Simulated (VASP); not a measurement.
# Cu (P6_3/mmc) in VASP: a series of runs

Cu is run at these levels: LDA; tasks: single point.

Program: VASP 6.6.1. These are calculated values, not measurements. Logs are shortened: lines on timing, memory, paths and dates and some standing lists are left out, and cuts for length are marked.

### 1 The cell of the first run

The structure is hexagonal, space group P6_3/mmc (No. 194). The conventional cell has a = 2.534 Å, b = 2.534 Å, c = 4.195 Å, α = 90.00°, β = 90.00°, γ = 120.00°. Within 3.3 Å of Cu (site symmetry -6m2) lie 12 Cu at 2.53 to 2.56 Å.

### 2 Single point, LDA (strain +0.0200 x Voigt [0, 0, 1, 0, 0, 0])

INCAR

```
SYSTEM = Cu
PREC     = Accurate       ! precision mode
ENCUT    = 520            ! plane-wave cutoff, eV
EDIFF    = 1E-6           ! SCF threshold, eV
ISMEAR   = 0              ! smearing method
SIGMA    = 0.15           ! smearing width, eV
LREAL    = .FALSE.        ! projectors in reciprocal space
LASPH    = .TRUE.         ! aspherical terms in the spheres
NELM     = 100            ! most SCF steps
ALGO     = Fast           ! electronic algorithm
ISIF     = 2              ! what is computed and relaxed
LWAVE    = .FALSE.        ! write WAVECAR
LCHARG   = .FALSE.        ! write CHGCAR
NBANDS   = 18             ! bands
```

KPOINTS

```
regular mesh
0
G
  21 21 12
  0 0 0
```

POSCAR

```
Cu
1.0
    2.5340966698      0.0000000000      0.0000000000
   -1.2670483349      2.1945920917      0.0000000000
    0.0000000000      0.0000000000      4.1948224200
Cu
2
Direct
    0.3333333333      0.6666666667      0.2500000000
    0.6666666667      0.3333333333      0.7500000000
```

Potentials or basis: VASP PAW LDA potentials, release 64 (Cu).

The run is started by

```
$ cat potpaw_LDA.64/Cu/POTCAR > POTCAR
$ mpirun -np 1 vasp_std > vasp.out
```

OUTCAR:

```text
SYSTEM = Cu
   PREC = Accurate
   ENCUT = 520
   EDIFF = 1E-6
   ISMEAR = 0
   LREAL = .FALSE.
   LASPH = .TRUE.
   NELM = 100
   ISIF = 2

 ion  position               nearest neighbor table
   1  0.333  0.667  0.250-   2 2.56   2 2.56   2 2.56   2 2.56   2 2.56   2 2.56
   2  0.667  0.333  0.750-   1 2.56   1 2.56   1 2.56   1 2.56   1 2.56   1 2.56

  LATTYP: Found a hexagonal cell.
 ALAT       =     2.5340966698
 C/A-ratio  =     1.6553521695

  Lattice vectors:

 A1 = (   2.5340966698,   0.0000000000,   0.0000000000)
 A2 = (  -1.2670483349,   2.1945920917,   0.0000000000)
 A3 = (   0.0000000000,   0.0000000000,   4.1948224200)

Analysis of symmetry for initial positions (statically):
=====================================================================
 Subroutine PRICEL returns:
 Original cell was already a primitive cell.

 Routine SETGRP: Setting up the symmetry group for a
 hexagonal supercell.

 Subroutine GETGRP returns: Found 24 space group operations
 (whereof 12 operations were pure point group operations)
 out of a pool of 24 trial point group operations.

The static configuration has the point symmetry D_3d.
 The point group associated with its full space group is D_6h.

Analysis of symmetry for dynamics (positions and initial velocities):
=====================================================================
 Subroutine PRICEL returns:
 Original cell was already a primitive cell.

 Routine SETGRP: Setting up the symmetry group for a
 hexagonal supercell.

 Subroutine GETGRP returns: Found 24 space group operations
 (whereof 12 operations were pure point group operations)
 out of a pool of 24 trial point group operations.

The dynamic configuration has the point symmetry D_3d.
 The point group associated with its full space group is D_6h.

 Subroutine INISYM returns: Found 24 space group operations
 (whereof 12 operations are pure point group operations),
 and found     1 'primitive' translations

----------------------------------------------------------------------------------------

                                     Primitive cell

  volume of cell :      23.3287

  direct lattice vectors                    reciprocal lattice vectors
     2.534096670  0.000000000  0.000000000     0.394617937  0.227832772  0.000000000
    -1.267048335  2.194592092  0.000000000     0.000000000  0.455665544  0.000000000
     0.000000000  0.000000000  4.194822420     0.000000000  0.000000000  0.238389114

  length of vectors
     2.534096670  2.534096670  4.194822420     0.455665544  0.455665544  0.238389114

[... 76 lines left out ...]
   LSORBIT =      F    spin-orbit coupling
   LASPH  =      T    aspherical Exc in radial PAW
   ENCUT  =  520.0 eV  38.22 Ry    6.18 a.u.   4.71  4.71  7.80*2*pi/ulx,y,z
   NELM   =    100;   NELMIN=  2; NELMDL= -5     # of ELM steps
   EDIFF  = 0.1E-05   stopping-criterion for ELM
   LREAL  =      F    real-space projection
   EDIFFG = 0.1E-04   stopping-criterion for IOM
   NSW    =      0    number of steps for IOM
   IBRION =     -1    ionic relax: 0-MD 1-quasi-New 2-CG
   NFREE  =      0    steps in history (QN), initial steepest desc. (CG)
   ISIF   =      2    stress and relaxation
   ISYM   =      2    0-nonsym 1-usesym 2-fastsym
   POTIM  = 0.5000    time-step for ionic-motion
   TEBEG  =    0.0;   TEEND  =   0.0 temperature during run
   PSTRESS=    0.0 pullay stress
   NELECT =      22.0000    total number of electrons
   NUPDOWN=      -1.0000    fix difference up-down
   EMIN   =  10.00;   EMAX   =-10.00  energy-range for DOS
   EFERMI =   0.00;   METHOD = LEGACY
   ISMEAR =     0;   SIGMA  =   0.15  broadening in eV -4-tet -1-fermi 0-gaus
   EFERMI_NEDOS =   21; number of points for ismear=-14 and -15
   IALGO  =     68    algorithm
   IMIX   =      4    mixing-type and parameters
     AMIX     =   0.40;   BMIX     =  1.00
     AMIX_MAG =   1.60;   BMIX_MAG =  1.00
  volume/ion in A,a.u.               =      11.66        78.71
  Fermi-wavevector in a.u.,A,eV,Ry     =   1.605408  3.033782 35.066788  2.577336
  Thomas-Fermi vector in A             =   2.701759
   LORBIT       =      0    0 simple, 1 ext, 2 COOP (PROOUT), +10 PAW based schemes
   GGA     = CA    functional components
   LHFCALC =     F    Hartree Fock is set to
   AEXX    =    0.0000 exact exchange contribution
   IVDW    =     0    specifies the selected vdW correction
   LEPSILON=     F    determine dielectric tensor
   LRPA    =     F    only Hartree local field effects (RPA)
 non-spin polarized calculation
 RMM-DIIS sequential band-by-band and
 Gauss-broadening in eV      SIGMA  =   0.15
  energy-cutoff  :      520.00
  volume of cell :       23.33
 maximum number of plane-waves:       652
 NGX is ok and might be reduce to    20
   NGX =  9   NGY =  9   NGZ = 15

 number of electron      21.9999998 magnetization

 Free energy of the ion-electron system (eV)
  ---------------------------------------------------
  ext. energy  EPLUGINS =         0.00000000
  ---------------------------------------------------
  free energy    TOTEN  =        -9.35502050 eV

  energy without entropy =       -9.34846142  energy(sigma->0) =       -9.35174096

 E-fermi :   7.5135     XC(G=0): -13.1750

 val. band max:        7.5113995713   @ k =   0.4762   0.0476   0.2500
 cond. band min:       7.5438420287   @ k =   0.4762   0.0476   0.1667
 fundamental gap:      0.0324424574
 Fermi energy:         7.5135025597

 k-point     1 :       0.0000    0.0000    0.0000
  band No.  band energies     occupation
      1      -1.9487      2.00000
      2       2.2716      2.00000
      3       4.3300      2.00000
      4       4.4387      2.00000
      5       4.4387      2.00000
      6       4.6397      2.00000
[... 481 lines left out ...]
      5       4.3872      2.00000
      6       4.5430      2.00000
[... 10 lines left out ...]
     17      27.2171      0.00000
     18      28.9288      0.00000

 [... further k-points ...]
[... 5 lines left out ...]
  --------------------------------------------------------------------------------------
  -------------------------------------------------------------------------------------
  Total       -1.3924178     -1.3924178     -1.4522828      0.0000000      0.0000000      0.0000000
  in kB      -95.6289943    -95.6289943    -99.7404241      0.0000000      0.0000000      0.0000000
  external PRESSURE =     -96.9994709 kB  Pullay stress =       0.0000000 kB

 VOLUME and BASIS-vectors are now :
 -----------------------------------------------------------------------------
  energy-cutoff  :      520.00
  volume of cell :       23.33
      direct lattice vectors                 reciprocal lattice vectors
     2.534096670  0.000000000  0.000000000     0.394617937  0.227832772  0.000000000
    -1.267048335  2.194592092  0.000000000     0.000000000  0.455665544  0.000000000
     0.000000000  0.000000000  4.194822420     0.000000000  0.000000000  0.238389114

 POSITION                                       TOTAL-FORCE (eV/Angst)
 -----------------------------------------------------------------------------------
     -0.00000      1.46306      1.04871        -0.000000      0.000000      0.000000
      1.26705      0.73153      3.14612         0.000000     -0.000000      0.000000
 -----------------------------------------------------------------------------------
    total drift:                               -0.000000      0.000000     -0.000000

  FREE ENERGIE OF THE ION-ELECTRON SYSTEM (eV)
  ---------------------------------------------------
  free  energy   TOTEN  =        -9.3550205039 eV

  energy  without entropy=       -9.3484614163  energy(sigma->0) =       -9.35174096
```

Wall time 58 s (1 thread of Intel Xeon 6975P-C (Granite Rapids), shared host); peak memory 0.21 GiB.

Results:

```yaml
Free_energy: -9.3550 eV
Pressure: -9.7 GPa
Band_gap_on_the_k_mesh: zero (band 11 reaches 11.63 eV, above the bottom of band 12 at 5.49 eV)
```

Levels at points of the mesh, in eV from the Fermi level:
| k point | band 7 | band 8 | band 9 | band 10 | band 11 | band 12 | band 13 | band 14 | band 15 | band 16 |
| --- | --- | --- | --- | --- | --- | --- | --- | --- | --- | --- |
| (0.00, 0.00, 0.00) | -2.87 | -2.53 | -2.53 | -1.80 | -1.80 | -1.15 | 3.57 | 21.73 | 22.08 | 22.08 |
| (0.00, 0.00, 0.50) | -3.10 | -3.10 | -2.03 | -2.03 | -2.03 | -2.03 | 12.17 | 12.17 | 22.40 | 22.40 |

Caveat: the cell differs from its parent crystal (strain +0.0200 x Voigt [0, 0, 1, 0, 0, 0]).

### 3 Single point, LDA (strain +0.0200 x Voigt [0, 0, 1, 0, 0, 0])

INCAR

```
SYSTEM = Cu
PREC     = Accurate       ! precision mode
ENCUT    = 700            ! plane-wave cutoff, eV
EDIFF    = 1E-6           ! SCF threshold, eV
ISMEAR   = 0              ! smearing method
SIGMA    = 0.15           ! smearing width, eV
LREAL    = .FALSE.        ! projectors in reciprocal space
LASPH    = .TRUE.         ! aspherical terms in the spheres
NELM     = 120            ! most SCF steps
ALGO     = Normal         ! electronic algorithm
ISIF     = 2              ! what is computed and relaxed
LWAVE    = .FALSE.        ! write WAVECAR
LCHARG   = .FALSE.        ! write CHGCAR
NBANDS   = 26             ! bands
GGA_COMPAT= .FALSE.
```

KPOINTS is that of step 2.

POSCAR is that of step 2.

Potentials or basis: VASP PAW LDA potentials, release 64 (Cu_sv_GW).

The run is started by

```
$ cat potpaw_LDA.64/Cu_sv_GW/POTCAR > POTCAR
$ mpirun -np 1 vasp_std > vasp.out
```

Wall time 2.2 min (1 thread of Intel Xeon 6975P-C (Granite Rapids), shared host); peak memory 0.4 GiB.

It converged, with:

```
Free energy            : -9.6489 eV
Pressure               : -15.0 GPa
Band gap on the k mesh : zero (band 19 reaches 11.47 eV, above the bottom of band 20 at 5.38 eV)
```

Stress tensor (GPa, compression positive):
```
-14.90   0.00   0.00
  0.00 -14.90   0.00
  0.00   0.00 -15.32
```

Levels at points of the mesh, in eV from the Fermi level:
| k point | band 16 | band 17 | band 18 | band 19 | band 20 | band 21 | band 22 | band 23 |
| --- | --- | --- | --- | --- | --- | --- | --- | --- |
| (0.00, 0.00, 0.00) | -2.50 | -2.50 | -1.76 | -1.76 | -1.20 | 3.57 | 21.73 | 22.05 |
| (0.00, 0.00, 0.50) | -3.08 | -1.99 | -1.99 | -1.99 | -1.99 | 12.14 | 12.14 | 22.40 |

Caveat: the cell differs from its parent crystal (strain +0.0200 x Voigt [0, 0, 1, 0, 0, 0]).

### 4 Single point, LDA (strain +0.0150 x Voigt [0, 0, 1, 0, 0, 0])

INCAR

```
PREC     = Accurate       # precision mode
ENCUT    = 700            # plane-wave cutoff, eV
EDIFF    = 1E-6           # SCF threshold, eV
ISMEAR   = 0              # smearing method
SIGMA    = 0.15           # smearing width, eV
LREAL    = False          # projectors in reciprocal space
LASPH    = True           # aspherical terms in the spheres
NELM     = 120            # most SCF steps
ALGO     = Normal         # electronic algorithm
ISIF     = 2              # what is computed and relaxed
LWAVE    = False          # write WAVECAR
LCHARG   = True           # write CHGCAR
LELF     = True           # ELF
LVHAR    = True         
NBANDS   = 26             # bands
GGA_COMPAT= False
```

KPOINTS

```
regular mesh
0
Gamma
  21 21 12
```

POSCAR: that of step 3 with these lines changed.

```diff
@@ -4,3 +4,3 @@
    -1.2670483349      2.1945920917      0.0000000000
-    0.0000000000      0.0000000000      4.1948224200
+    0.0000000000      0.0000000000      4.1742595650
 Cu
```

The run is started by

```
$ cat potpaw_LDA.64/Cu_sv_GW/POTCAR > POTCAR
$ mpirun -np 1 vasp_std > vasp.out
```

Wall time 2.4 min (1 thread of Intel Xeon Platinum 8488C (Sapphire Rapids), shared host); peak memory 0.4 GiB.

The run converged. Its results:

- Free energy: -9.6559 eV
- Pressure: -14.4 GPa
- Band gap on the k mesh: zero (band 19 reaches 11.52 eV, above the bottom of band 20 at 5.43 eV)

Stress tensor (GPa, compression positive):
```
-14.53   0.00   0.00
  0.00 -14.53   0.00
  0.00   0.00 -14.18
```

Levels at points of the mesh, in eV from the Fermi level:
```
           k point  band 17  band 18  band 19  band 20  band 21  band 22
(0.00, 0.00, 0.00)    -2.52    -1.76    -1.76    -1.17     3.66    21.70
(0.00, 0.00, 0.50)    -2.00    -2.00    -2.00    -2.00    12.31    12.31
```

Caveat: the cell differs from its parent crystal (strain +0.0150 x Voigt [0, 0, 1, 0, 0, 0]).

### 5 Overview

| potentials or basis | cell | cutoff (eV) | second run | gap on the mesh (eV) | pressure (GPa) |
| --- | --- | --- | --- | --- | --- |
| VASP PAW LDA potentials, release 64 (Cu) | a = 2.534, b = 2.534, c = 4.195 Å, angles 90.0, 90.0, 120.0°, 2 atoms | 520 | - | none | -9.7 |
| VASP PAW LDA potentials, release 64 (Cu_sv_GW) | a = 2.534, b = 2.534, c = 4.195 Å, angles 90.0, 90.0, 120.0°, 2 atoms | 700 | valence_matched | none | -15.0 |
| VASP PAW LDA potentials, release 64 (Cu_sv_GW) | a = 2.534, b = 2.534, c = 4.174 Å, angles 90.0, 90.0, 120.0°, 2 atoms | 700 | valence_matched | none | -14.4 |

Alike in all rows: task single point; level LDA; no spin polarisation; k mesh 21 × 21 × 12; smearing gaussian 0.15 eV.

Absolute energies hang on the potentials; compare differences alone.
